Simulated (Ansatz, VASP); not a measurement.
## Au in VASP and in Ansatz

The input INCAR:

```
  PREC = Accurate
  ENCUT = 520
  EDIFF = 1E-6
  ISMEAR = 1
  SIGMA = 0.5
  LREAL = F
  LASPH = T
  NELM = 60
  ALGO = Fast
  ISIF = 2
  LWAVE = F
  LCHARG = F
  GGA = PE
  NBANDS = 18
```

Contents of KPOINTS:

```
regular mesh
0
Gamma
  16 16 10
```

File POSCAR:

```
Au
1.0
    1.4113099650     -2.5559330250      0.0000000000
    1.4113099650      2.5559330250      0.0000000000
    0.0000000000      0.0000000000      4.8931696100
Au
2
Direct
    0.6653279700      0.3346720300      0.2500000000
    0.3346720300      0.6653279700      0.7500000000
```

Input for Ansatz:

```yaml
crystal:
  lattice:
    - [1.411309965, -2.555933025, 0.0]
    - [1.411309965, 2.555933025, 0.0]
    - [0.0, 0.0, 4.89316961]
  atoms:
    - { symbol: Au, position: [0.66532797, 0.33467203, 0.25] }
    - { symbol: Au, position: [0.33467203, 0.66532797, 0.75] }
basis:
  ecutwfc: 420
kpoints:
  mp_grid: { grid: [16, 16, 10] }
hamiltonian:
  xc: pbe
scf:
  occupations: { method: cold, width: 0.5 }
output:
  forces: true
  stress: true
  eigenvalues: true
```

Alike in both runs: task single point; functional PBE; k mesh 16 × 16 × 10; no spin polarisation.

```csv
,VASP,Ansatz
version,VASP 6.6.1,Ansatz 0.2.0
potentials or method,"VASP PAW PBE potentials, release 64 (Au), cutoff 520 eV","scalar-relativistic, plane waves, PAW"
occupations,"methfessel-paxton of order 1, width 0.5 eV","cold, width 0.5 eV"
valence electrons in the cell,22,38
```

```csv
,VASP,Ansatz,Ansatz less VASP
gap on the k mesh at the Fermi level (eV),none,none,-
pressure (GPa),3.0,3.1,+0.19
"traceless stress, the component that is largest in VASP (GPa)",1.78,2.01,+0.228
rms of the force components (eV/Å),0.011,0.011,+0.0004
```

Atom by atom the forces differ by 0.000 eV/Å (rms over components). A gap of «none» marks a metal or a gap that the smearing closes. VASP's potentials hold 22 valence electrons a cell and Ansatz's 38, so a difference there can come from the potentials and not from the codes.

Neither program's run includes spin-orbit coupling.
